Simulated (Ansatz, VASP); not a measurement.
**Two plane-wave programs on ZnAg2S2**

The input INCAR:

```
SYSTEM = ZnAg2S2
  PREC = Accurate
  ENCUT = 600
  EDIFF = 1E-7
  ISMEAR = 0
  SIGMA = 0.1
  LREAL = .FALSE.
  LASPH = .TRUE.
  NELM = 100
  ALGO = Normal
  ISIF = 3
  LWAVE = .FALSE.
  LCHARG = .FALSE.
  GGA = PE
  IBRION = 2
  NSW = 100
  EDIFFG = -0.01
```

Contents of KPOINTS:

```
Automatic mesh
0
G
  12 12 6
  0 0 0
```

File POSCAR:

```
ZnAg2S2
1.0
    4.3423632994      0.0000000000      0.0000000000
   -2.1711816497      3.7605969298      0.0000000000
    0.0000000000      0.0000000000      5.9544817250
Zn Ag S
1 2 2
Direct
    0.6666666667      0.3333333333      0.0000000000
    0.6666666667      0.3333333333      0.5000000000
    0.0000000000      0.0000000000      0.0000000000
    0.3333333333      0.6666666667      0.7423817428
    0.3333333333      0.6666666667      0.2576182572
```

Input for Ansatz:

```yaml
crystal:
  lattice:
    - [4.3423632994, 0.0, 0.0]
    - [-2.1711816497, 3.7605969298, 0.0]
    - [0.0, 0.0, 5.954481725]
  atoms:
    - { symbol: Zn, position: [0.6666666667, 0.3333333333, 0.0] }
    - { symbol: Ag, position: [0.6666666667, 0.3333333333, 0.5] }
    - { symbol: Ag, position: [0.0, 0.0, 0.0] }
    - { symbol: S, position: [0.3333333333, 0.6666666667, 0.7423817428] }
    - { symbol: S, position: [0.3333333333, 0.6666666667, 0.2576182572] }
basis:
  ecutwfc: 420
kpoints:
  mp_grid: { grid: [12, 12, 6] }
hamiltonian:
  xc: pbe
scf:
  occupations: { method: gaussian, width: 0.1 }
output:
  forces: true
  stress: true
  eigenvalues: true
  write_density: true
  write_potential: true
  elf: true
  volumetric_format: npy
relax:
  adjacent_minimum: "off"
  f_tol: 0.01
  max_steps: 80
  cell: { stress_tol: 0.05 }
```

Change from the starting cell: species swapped into the Sr2ZnSb2 type (P-6m2, No. 187).

Alike in both runs: task relaxation of cell and atoms; functional PBE; k mesh 12 × 12 × 6; occupations gaussian, width 0.1 eV; no spin polarisation.

|  | VASP | Ansatz |
| --- | --- | --- |
| version | VASP 6.6.1 | Ansatz 0.2.0 |
| potentials or method | VASP PAW PBE potentials, release 64 (Zn, Ag, S), cutoff 600 eV | scalar-relativistic, plane waves, PAW |
| valence electrons in the cell | 46 | 62 |

|  | VASP | Ansatz | Ansatz less VASP |
| --- | --- | --- | --- |
| gap on the k mesh at the Fermi level, each at its own relaxed structure (eV) | none | none | - |
| relaxed volume (Å³/atom) | 19.27 | 19.26 | -0.005 |
| relaxed cell length with the largest relative difference (Å) | 5.588 | 5.584 | -0.0042 |

A gap of «none» marks a metal or a gap that the smearing closes. VASP's potentials hold 46 valence electrons a cell and Ansatz's 62, so a difference there can come from the potentials and not from the codes.
